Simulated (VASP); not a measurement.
Input of a VASP 6.6.1 run:

INCAR

```
SYSTEM = MgO
PREC     = Accurate       ! precision mode
ENCUT    = 520            ! plane-wave cutoff, eV
EDIFF    = 1E-6           ! SCF threshold, eV
ISMEAR   = 0              ! smearing method
SIGMA    = 0.05           ! smearing width, eV
LREAL    = .False.        ! projectors in reciprocal space
LASPH    = .True.         ! aspherical terms in the spheres
NELM     = 80             ! most SCF steps
ALGO     = Normal         ! electronic algorithm
ISIF     = 2              ! what is computed and relaxed
LWAVE    = .False.        ! write WAVECAR
LCHARG   = .False.        ! write CHGCAR
GGA      = PS             ! functional
NBANDS   = 16             ! bands
```

Contents of KPOINTS:

```
Automatic mesh
0
Gamma
  9 9 6
  0 0 0
```

POSCAR

```
MgO
1.0
    3.6389369930      0.0000000000      0.0000000000
   -1.8194684965      3.1514118787      0.0000000000
    0.0000000000      0.0000000000      3.8689178110
Mg O
2 2
Direct
    0.6666666667      0.3333333333      0.7500000000
    0.3333333333      0.6666666667      0.2500000000
    0.6666666667      0.3333333333      0.2500000000
    0.3333333333      0.6666666667      0.7500000000
```

Potentials or basis: VASP PAW PBE potentials, release 64 (Mg, O).

Launch:

```sh
$ cat potpaw_PBE.64/Mg/POTCAR potpaw_PBE.64/O/POTCAR > POTCAR
$ mpirun -np 1 vasp_std > vasp.out
```

(1) Predict the pressure.

(2) What does it give for the band gap on the k mesh?

Results:

(1) 4.7 GPa.

(2) 3.41 eV, direct.

Caveat: the PAW data sets were made with another functional, which shifts forces and pressure a little.
